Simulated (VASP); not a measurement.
# Si5Ru (F-43m) in VASP: a series of runs

Runs on Si5Ru. Level: PBE. Tasks: single point, relaxation of cell and atoms.

Program: VASP 6.6.1. These are calculated values, not measurements. Logs are shortened: lines on timing, memory, paths and dates and some standing lists are left out, and cuts for length are marked.

## (1) The cell of the first run

It takes space group F-43m (No. 216, cubic). Conventional cell: a = 7.021 Å, b = 7.021 Å, c = 7.021 Å, α = 90.00°, β = 90.00°, γ = 90.00°. Within 3.3 Å of Si (site symmetry 3m) lie 9 Si at 2.46 to 2.91 Å and 3 Ru at 2.91 Å. Within 3.8 Å of Si (site symmetry -43m) lie 12 Si at 2.91 Å and 4 Ru at 3.04 Å. Within 3.8 Å of Ru (site symmetry -43m) lie 16 Si at 2.91 to 3.04 Å.

The cell was built from a structure type or drawn by symmetry, and may not be a known phase.

## (2) Single point, PBE

INCAR

```
  PREC = Accurate
  ENCUT = 520
  EDIFF = 1E-6
  ISMEAR = 0
  SIGMA = 0.1
  LREAL = F
  LASPH = T
  NELM = 100
  ALGO = Normal
  ISIF = 2
  LWAVE = F
  LCHARG = T
  GGA = PE
  LELF = T
  LVHAR = T
  NBANDS = 26
```

KPOINTS

```
Automatic mesh
0
Gamma
  10 10 10
```

POSCAR

```
Si5Ru
1.0
    0.0000000000      3.5103704709      3.5103704709
    3.5103704709      0.0000000000      3.5103704709
    3.5103704709      3.5103704709      0.0000000000
Si Ru
5 1
Direct
    0.1240396462      0.1240396462      0.6278810614
    0.1240396462      0.6278810614      0.1240396462
    0.7500000000      0.7500000000      0.7500000000
    0.1240396462      0.1240396462      0.1240396462
    0.6278810614      0.1240396462      0.1240396462
    0.5000000000      0.5000000000      0.5000000000
```

Potentials or basis: VASP PAW PBE potentials, release 64 (Si, Ru_pv).

Started as:

```console
> cat potpaw_PBE.64/Si/POTCAR potpaw_PBE.64/Ru_pv/POTCAR > POTCAR
> mpirun -np 1 vasp_std > vasp.out
```

OUTCAR:

```text
PREC = Accurate
   ENCUT = 520
   EDIFF = 1E-6
   ISMEAR = 0
   LREAL = F
   LASPH = T
   NELM = 100
   ISIF = 2
   GGA = PE

 ion  position               nearest neighbor table
   1  0.124  0.124  0.628-   2 2.46   4 2.46   5 2.46   2 2.50   5 2.50   4 2.50   3 2.91   3 2.91
                             3 2.91   6 2.91   6 2.91   6 2.91
   2  0.124  0.628  0.124-   1 2.46   4 2.46   5 2.46   5 2.50   1 2.50   4 2.50   3 2.91   3 2.91
                             3 2.91   6 2.91   6 2.91   6 2.91
   3  0.750  0.750  0.750-   1 2.91   1 2.91   2 2.91   5 2.91   5 2.91   2 2.91   4 2.91   4 2.91
                             4 2.91   1 2.91   2 2.91   5 2.91   6 3.04   6 3.04   6 3.04   6 3.04
   4  0.124  0.124  0.124-   1 2.46   2 2.46   5 2.46   5 2.50   2 2.50   1 2.50   3 2.91   3 2.91
                             3 2.91   6 2.91   6 2.91   6 2.91
   5  0.628  0.124  0.124-   1 2.46   2 2.46   4 2.46   2 2.50   1 2.50   4 2.50   3 2.91   3 2.91
                             3 2.91   6 2.91   6 2.91   6 2.91
   6  0.500  0.500  0.500-   1 2.91   2 2.91   5 2.91   4 2.91   4 2.91   4 2.91   1 2.91   1 2.91
                             5 2.91   5 2.91   2 2.91   2 2.91   3 3.04   3 3.04   3 3.04   3 3.04

  LATTYP: Found a face centered cubic cell.
 ALAT       =     7.0207409418

  Lattice vectors:

 A1 = (   0.0000000000,   3.5103704709,   3.5103704709)
 A2 = (   3.5103704709,   0.0000000000,   3.5103704709)
 A3 = (   3.5103704709,   3.5103704709,   0.0000000000)

Analysis of symmetry for initial positions (statically):
=====================================================================
 Subroutine PRICEL returns:
 Original cell was already a primitive cell.

 Routine SETGRP: Setting up the symmetry group for a
 face centered cubic supercell.

 Subroutine GETGRP returns: Found 24 space group operations
 (whereof 24 operations were pure point group operations)
 out of a pool of 48 trial point group operations.

The static configuration has the point symmetry T_d .

Analysis of symmetry for dynamics (positions and initial velocities):
=====================================================================
 Subroutine PRICEL returns:
 Original cell was already a primitive cell.

 Routine SETGRP: Setting up the symmetry group for a
 face centered cubic supercell.

 Subroutine GETGRP returns: Found 24 space group operations
 (whereof 24 operations were pure point group operations)
 out of a pool of 48 trial point group operations.

The dynamic configuration has the point symmetry T_d .

 Subroutine INISYM returns: Found 24 space group operations
 (whereof 24 operations are pure point group operations),
 and found     1 'primitive' translations

----------------------------------------------------------------------------------------

                                     Primitive cell

  volume of cell :      86.5145

  direct lattice vectors                    reciprocal lattice vectors
     0.000000000  3.510370471  3.510370471    -0.142435109  0.142435109  0.142435109
     3.510370471  0.000000000  3.510370471     0.142435109 -0.142435109  0.142435109
     3.510370471  3.510370471  0.000000000     0.142435109  0.142435109 -0.142435109

  length of vectors
     4.964413529  4.964413529  4.964413529     0.246704845  0.246704845  0.246704845

  position of ions in fractional coordinates (direct lattice)
     0.124039646  0.124039646  0.627881061
     0.124039646  0.627881061  0.124039646
     0.750000000  0.750000000  0.750000000
     0.124039646  0.124039646  0.124039646
     0.627881061  0.124039646  0.124039646
     0.500000000  0.500000000  0.500000000

  ion indices of the primitive-cell ions
   primitive index   ion index
                 1           1
                 2           2
                 3           3
                 4           4
                 5           5
                 6           6

----------------------------------------------------------------------------------------

 KPOINTS: Automatic mesh

Automatic generation of k-mesh.
 Grid dimensions read from file:
 generate k-points for:   10   10   10

 Generating k-lattice:

  Cartesian coordinates                     Fractional coordinates (reciprocal lattice)
    -0.014243511  0.014243511  0.014243511     0.100000000  0.000000000  0.000000000
     0.014243511 -0.014243511  0.014243511     0.000000000  0.100000000  0.000000000
     0.014243511  0.014243511 -0.014243511     0.000000000  0.000000000  0.100000000

  Length of vectors
     0.024670485  0.024670485  0.024670485

  Shift w.r.t. Gamma in fractional coordinates (k-lattice)
     0.000000000  0.000000000  0.000000000

 Subroutine IBZKPT returns following result:
 ===========================================

 Found     47 irreducible k-points:

 Following reciprocal coordinates:
            Coordinates               Weight
  0.000000  0.000000  0.000000      1.000000
  0.100000  0.000000  0.000000      8.000000
  0.200000  0.000000  0.000000      8.000000
  0.300000  0.000000  0.000000      8.000000
  0.400000  0.000000  0.000000      8.000000
  0.500000  0.000000  0.000000      4.000000
[... 16 lines left out ...]
  0.300000  0.300000  0.000000      6.000000
  0.400000  0.300000  0.000000     24.000000
 [... further k-points ...]
   k-points           NKPTS =     47   k-points in BZ     NKDIM =     47   number of bands    NBANDS=     26
   number of dos      NEDOS =    301   number of ions     NIONS =      6
   total plane-waves  NPLWV =  64000
   dimension x,y,z NGX =    40 NGY =   40 NGZ =   40
   dimension x,y,z NGXF=    80 NGYF=   80 NGZF=   80
   ions per type =               5   1
   NGX,Y,Z   is equivalent  to a cutoff of  13.40, 13.40, 13.40 a.u.
   NGXF,Y,Z  is equivalent  to a cutoff of  26.79, 26.79, 26.79 a.u.
 SYSTEM =  unknown system
   PREC   = accura    normal or accurate (medium, high low for compatibility)
   ISTART =      0    job   : 0-new  1-cont  2-samecut
   ICHARG =      2    charge: 1-file 2-atom 10-const
   ISPIN  =      1    spin polarized calculation?
   LNONCOLLINEAR =      F non collinear calculations
   LSORBIT =      F    spin-orbit coupling
   LASPH  =      T    aspherical Exc in radial PAW
   ENCUT  =  520.0 eV  38.22 Ry    6.18 a.u.   9.23  9.23  9.23*2*pi/ulx,y,z
   NELM   =    100;   NELMIN=  2; NELMDL= -5     # of ELM steps
   EDIFF  = 0.1E-05   stopping-criterion for ELM
   LREAL  =      F    real-space projection
   EDIFFG = 0.1E-04   stopping-criterion for IOM
   NSW    =      0    number of steps for IOM
   IBRION =     -1    ionic relax: 0-MD 1-quasi-New 2-CG
   NFREE  =      0    steps in history (QN), initial steepest desc. (CG)
   ISIF   =      2    stress and relaxation
   ISYM   =      2    0-nonsym 1-usesym 2-fastsym
   POTIM  = 0.5000    time-step for ionic-motion
   TEBEG  =    0.0;   TEEND  =   0.0 temperature during run
   PSTRESS=    0.0 pullay stress
   NELECT =      34.0000    total number of electrons
   NUPDOWN=      -1.0000    fix difference up-down
   EMIN   =  10.00;   EMAX   =-10.00  energy-range for DOS
   EFERMI =   0.00;   METHOD = LEGACY
   ISMEAR =     0;   SIGMA  =   0.10  broadening in eV -4-tet -1-fermi 0-gaus
   EFERMI_NEDOS =   21; number of points for ismear=-14 and -15
   IALGO  =     38    algorithm
   IMIX   =      4    mixing-type and parameters
     AMIX     =   0.40;   BMIX     =  1.00
     AMIX_MAG =   1.60;   BMIX_MAG =  1.00
  volume/ion in A,a.u.               =      14.42        97.30
  Fermi-wavevector in a.u.,A,eV,Ry     =   1.199144  2.266055 19.564464  1.437948
  Thomas-Fermi vector in A             =   2.335015
   LORBIT       =      0    0 simple, 1 ext, 2 COOP (PROOUT), +10 PAW based schemes
   GGA     = PE    functional components
   LHFCALC =     F    Hartree Fock is set to
   AEXX    =    0.0000 exact exchange contribution
   IVDW    =     0    specifies the selected vdW correction
   LEPSILON=     F    determine dielectric tensor
   LRPA    =     F    only Hartree local field effects (RPA)
 non-spin polarized calculation
 Gauss-broadening in eV      SIGMA  =   0.10
  energy-cutoff  :      520.00
  volume of cell :       86.51
 maximum number of plane-waves:      2346
 NGX is ok and might be reduce to    40
   NGX = 19   NGY = 19   NGZ = 19

 number of electron      33.9999998 magnetization

 Free energy of the ion-electron system (eV)
  ---------------------------------------------------
  ext. energy  EPLUGINS =         0.00000000
  ---------------------------------------------------
  free energy    TOTEN  =       -32.60729139 eV

  energy without entropy =      -32.58125048  energy(sigma->0) =      -32.59427094

 E-fermi :  10.6186     XC(G=0): -11.5918

 val. band max:       10.6182790816   @ k =   0.3000   0.2000   0.1000
 cond. band min:      10.6188775415   @ k =   0.3000   0.1000   0.0000
 fundamental gap:      0.0005984600
 Fermi energy:        10.6185764281

 k-point     1 :       0.0000    0.0000    0.0000
  band No.  band energies     occupation
      1     -31.8927      2.00000
      2     -31.8927      2.00000
      3     -31.8927      2.00000
      4      -3.8383      2.00000
      5       2.8010      2.00000
      6       4.3216      2.00000
[... 18 lines left out ...]
     25      18.5457      0.00000
     26      18.6214      0.00000

 k-point     2 :       0.1000    0.0000    0.0000
  band No.  band energies     occupation
      1     -31.8928      2.00000
      2     -31.8927      2.00000
      3     -31.8927      2.00000
      4      -3.7561      2.00000
      5       2.3716      2.00000
      6       3.6904      2.00000
[... 18 lines left out ...]
     25      17.1935      0.00000
[... 608 lines left out ...]
     25      14.6966      0.00000
     26      14.7676      0.00000

 k-point    24 :       0.4000    0.3000    0.0000
  band No.  band energies     occupation
      1     -31.8934      2.00000
      2     -31.8930      2.00000
      3     -31.8930      2.00000
      4      -2.5041      2.00000
      5       0.0231      2.00000
      6       1.5603      2.00000
[... 18 lines left out ...]
     25      15.0491      0.00000
     26      15.5321      0.00000

 [... further k-points ...]

------------------------ aborting loop because EDIFF is reached ----------------------------------------

  FORCE on cell =-STRESS in cart. coord.  units (eV):
  Direction    XX          YY          ZZ          XY          YZ          ZX
  --------------------------------------------------------------------------------------
  -------------------------------------------------------------------------------------
  Total       -0.0689338     -0.0689338     -0.0689338      0.0000000      0.0000000      0.0000000
  in kB       -1.2765968     -1.2765968     -1.2765968      0.0000000      0.0000000      0.0000000
  external PRESSURE =      -1.2765968 kB  Pullay stress =       0.0000000 kB

 VOLUME and BASIS-vectors are now :
 -----------------------------------------------------------------------------
  energy-cutoff  :      520.00
  volume of cell :       86.51
      direct lattice vectors                 reciprocal lattice vectors
     0.000000000  3.510370471  3.510370471    -0.142435109  0.142435109  0.142435109
     3.510370471  0.000000000  3.510370471     0.142435109 -0.142435109  0.142435109
     3.510370471  3.510370471  0.000000000     0.142435109  0.142435109 -0.142435109

 POSITION                                       TOTAL-FORCE (eV/Angst)
 -----------------------------------------------------------------------------------
      2.63952      2.63952      0.87085        -0.000046     -0.000046      0.000046
      2.63952      0.87085      2.63952        -0.000046      0.000046     -0.000046
      5.26556      5.26556      5.26556         0.000000     -0.000000     -0.000000
      0.87085      0.87085      0.87085         0.000046      0.000046      0.000046
      0.87085      2.63952      2.63952         0.000046     -0.000046     -0.000046
      3.51037      3.51037      3.51037         0.000000     -0.000000     -0.000000
 -----------------------------------------------------------------------------------
    total drift:                               -0.000000     -0.000000      0.000000

  FREE ENERGIE OF THE ION-ELECTRON SYSTEM (eV)
  ---------------------------------------------------
  free  energy   TOTEN  =       -32.6072913907 eV

  energy  without entropy=      -32.5812504798  energy(sigma->0) =      -32.59427094
```

It took 3.4 min on 1 thread of Intel Xeon 8259CL, shared host; peak memory 0.28 GiB.

What came out:

| Property | Result |
| --- | --- |
| Free energy | -32.6073 eV |
| Pressure | -0.1 GPa |
| Band gap on the k mesh | zero (bands 17 and 18 overlap by 0.53 eV) |

[end of part 1 of 2]
